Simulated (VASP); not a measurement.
Here is a VASP 6.6.1 calculation.

Contents of INCAR:

```
  PREC = Accurate
  ENCUT = 600
  EDIFF = 1E-7
  ISMEAR = 0
  SIGMA = 0.02
  LREAL = F
  LASPH = T
  NELM = 80
  ALGO = Normal
  ISIF = 3
  LWAVE = F
  LCHARG = F
  GGA = PE
  IBRION = 2
  NSW = 80
  EDIFFG = -0.01
```

Contents of KPOINTS:

```
regular mesh
0
Gamma
  10 10 10
```

The input POSCAR:

```
AgCl
1.0
   -2.1324421352      2.1324421352      3.0195662238
    2.1324421352     -2.1324421352      3.0195662238
    2.1324421352      2.1324421352     -3.0195662238
Ag Cl
1 1
Direct
    0.2500000000      0.7500000000      0.5000000000
    0.0000000000      0.0000000000      0.0000000000
```

Potentials or basis: VASP PAW PBE potentials, release 64 (Ag, Cl).

The run is started by

```sh
$ cat potpaw_PBE.64/Ag/POTCAR potpaw_PBE.64/Cl/POTCAR > POTCAR
$ mpirun -np 1 vasp_std > vasp.out
```

Q: Predict the relaxed volume.

A: 27.73 Å³/atom.

Q: Predict the space group after relaxing (to 0.1 Å).

A: F-43m (No. 216).

Q: Estimate the relaxed cell.

A: a = 4.282 Å, b = 4.282 Å, c = 4.282 Å, α = 120.04°, β = 120.04°, γ = 89.93°.

The path:
| step | energy change (eV) | largest force (eV/Å) | pressure (GPa) | volume (Å³) |
| --- | --- | --- | --- | --- |
| 1 | 0.0000 | 0.0000 | 0.30 | 54.92 |
| 2 | -0.0005 | 0.0000 | 0.07 | 55.33 |
| 3 | -0.0005 | 0.0000 | -0.01 | 55.46 |
